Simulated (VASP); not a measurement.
A run of VASP 6.6.1:

INCAR

```
PREC = Accurate ; ENCUT = 520
EDIFF = 1E-7 ; ISMEAR = 0
SIGMA = 0.1 ; LREAL = False
LASPH = True ; NELM = 60
ALGO = Fast ; ISIF = 2
LWAVE = False ; LCHARG = True
LELF = True ; LVHAR = True
NBANDS = 37
```

The input KPOINTS:

```
regular mesh
0
Gamma
  12 12 12
```

POSCAR

```
Ta4W
1.0
    2.3230572002      1.3412176999      4.7545499000
   -2.3230572002      1.3412176999      4.7545499000
    0.0000000000     -2.6824353998      4.7545499000
Ta W
4 1
Direct
    0.8975130000      0.8975130000      0.8975130000
    0.1024870000      0.1024870000      0.1024870000
    0.6956100000      0.6956100000      0.6956100000
    0.3043900000      0.3043900000      0.3043900000
    0.5000000000      0.5000000000      0.5000000000
```

Potentials or basis: VASP PAW LDA potentials, release 64 (Ta_pv, W_sv).

Run with:

```bash
$ cat potpaw_LDA.64/Ta_pv/POTCAR potpaw_LDA.64/W_sv/POTCAR > POTCAR
$ mpirun -np 1 vasp_std > vasp.out
```

Hardware: 1 thread of Intel(R) Xeon(R) 6975P-C (Granite Rapids), on a shared host.

Task: How long does it take, and how much memory?

Result: Run time: 8.1 min on 1 thread of Intel(R) Xeon(R) 6975P-C (Granite Rapids) (shared host), peak memory 0.58 GiB. Counts: scf iterations 16, k points 189.
